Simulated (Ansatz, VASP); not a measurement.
One calculation of LiCl, two programs

```xyz
2
Lattice="0.0000 2.4365 2.6930 2.4365 0.0000 2.6930 2.4365 2.4365 0.0000" Properties=species:S:1:pos:R:3 pbc="T T T"
Li    0.0000    0.0000    0.0000
Cl    2.4365    2.4365    2.6930
```

Change from the starting cell: strain -0.050 along x and y, +0.050 along z, atoms carried along.

Alike in both runs: task single point; functional PBE; k mesh 8 × 8 × 8; occupations gaussian, width 0.05 eV; no spin polarisation.

|  | VASP | Ansatz |
| --- | --- | --- |
| version | VASP 6.6.1 | Ansatz 0.2.0 |
| potentials or method | VASP PAW PBE potentials, release 64 (Li_sv, Cl), cutoff 520 eV | scalar-relativistic, plane waves, PAW |
| valence electrons in the cell | 10 | 10 |

```csv
,VASP,Ansatz,Ansatz less VASP
gap on the k mesh at the Fermi level (eV),6.54,6.53,-0.013
least direct gap on the mesh (eV),6.54,6.53,-0.013
```

Noted on VASP's run: the cutoff is under 1.25 times that of the potentials, so the pressure is a little rough.
